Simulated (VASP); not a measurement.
A run of VASP 6.6.1:

INCAR

```
SYSTEM = KCl
  PREC = Accurate
  ENCUT = 520
  EDIFF = 1E-6
  ISMEAR = 0
  SIGMA = 0.02
  LREAL = .FALSE.
  LASPH = .TRUE.
  NELM = 100
  ALGO = Normal
  ISIF = 2
  LWAVE = .FALSE.
  LCHARG = .TRUE.
  GGA = PE
  LELF = .TRUE.
  LVHAR = .TRUE.
  NBANDS = 15
```

Contents of KPOINTS:

```
regular mesh
0
G
  6 6 6
  0 0 0
```

Contents of POSCAR:

```
KCl
1.0
    0.0000000000      3.1561000000      3.1561000000
    3.1561000000      0.0000000000      3.1561000000
    3.1561000000      3.1561000000      0.0000000000
K Cl
1 1
Direct
    0.0163936504      0.0100567156     -0.0200627357
    0.5000000000      0.5000000000      0.5000000000
```

Potentials or basis: VASP PAW PBE potentials, release 64 (K_sv, Cl).

Run with:

```bash
$ cat potpaw_PBE.64/K_sv/POTCAR potpaw_PBE.64/Cl/POTCAR > POTCAR
$ mpirun -np 1 vasp_std > vasp.out
```

Hardware: 1 thread of AMD EPYC 7R13, with other jobs on the host.

Problem. How long does it take, and how much memory?

Solution. It took 89 s on 1 thread of AMD EPYC 7R13, on a shared host, peak memory 0.26 GiB. Counts: scf iterations 13, k points 112.
